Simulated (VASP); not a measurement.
The system is CoW.

```
Co W
1.0
     0.00000    2.36479    2.36479
     2.36479    0.00000    2.36479
     2.36479    2.36479    0.00000
Co W
1 1
Direct
  0.00000 0.00000 0.00000
  0.50000 0.50000 0.50000
```

```yaml
Program: VASP 6.6.1
Task: relaxation of cell and atoms
Functional: r2SCAN
Potentials_or_basis: VASP PAW PBE potentials, release 64 (Co, W_sv)
Cutoff: 600 eV
k_mesh: 6 × 6 × 6
Occupations: gaussian, width 0.1 eV
Spin: collinear spin, ferromagnetic start
Starting_moments: "[0.2, 0.0] μB"
```

At the start: pressure 20.0 GPa; volume 13.22 Å³/atom.

Question: How do energy, volume and symmetry change on relaxing?

Answer: Over 4 steps the energy falls by 54.5 meV/atom and the volume is 14.16 Å³/atom (+7.1 %); space group Fm-3m (No. 225, to 0.1 Å) before and after; moment 0.00 μB per cell.

The path:
| step | energy change (eV) | largest force (eV/Å) | pressure (GPa) | volume (Å³) |
| --- | --- | --- | --- | --- |
| 1 | 0.0000 | 0.0000 | 20.02 | 26.45 |
| 2 | 0.4054 | 0.0000 | -27.93 | 33.29 |
| 3 | -0.1087 | 0.0000 | -0.81 | 28.40 |
| 4 | -0.1089 | 0.0000 | -0.16 | 28.32 |

Final structure:
```
CELL_PARAMETERS angstrom
0.00000 2.41920 2.41920
2.41920 0.00000 2.41920
2.41920 2.41920 0.00000
ATOMIC_POSITIONS crystal
Co 0.00000 0.00000 0.00000
W 0.50000 0.50000 0.50000
```

Caveat: the k points lie up to 0.37 Å⁻¹ apart in the final cell; the PAW data sets were made with another functional, which shifts forces and pressure a little.
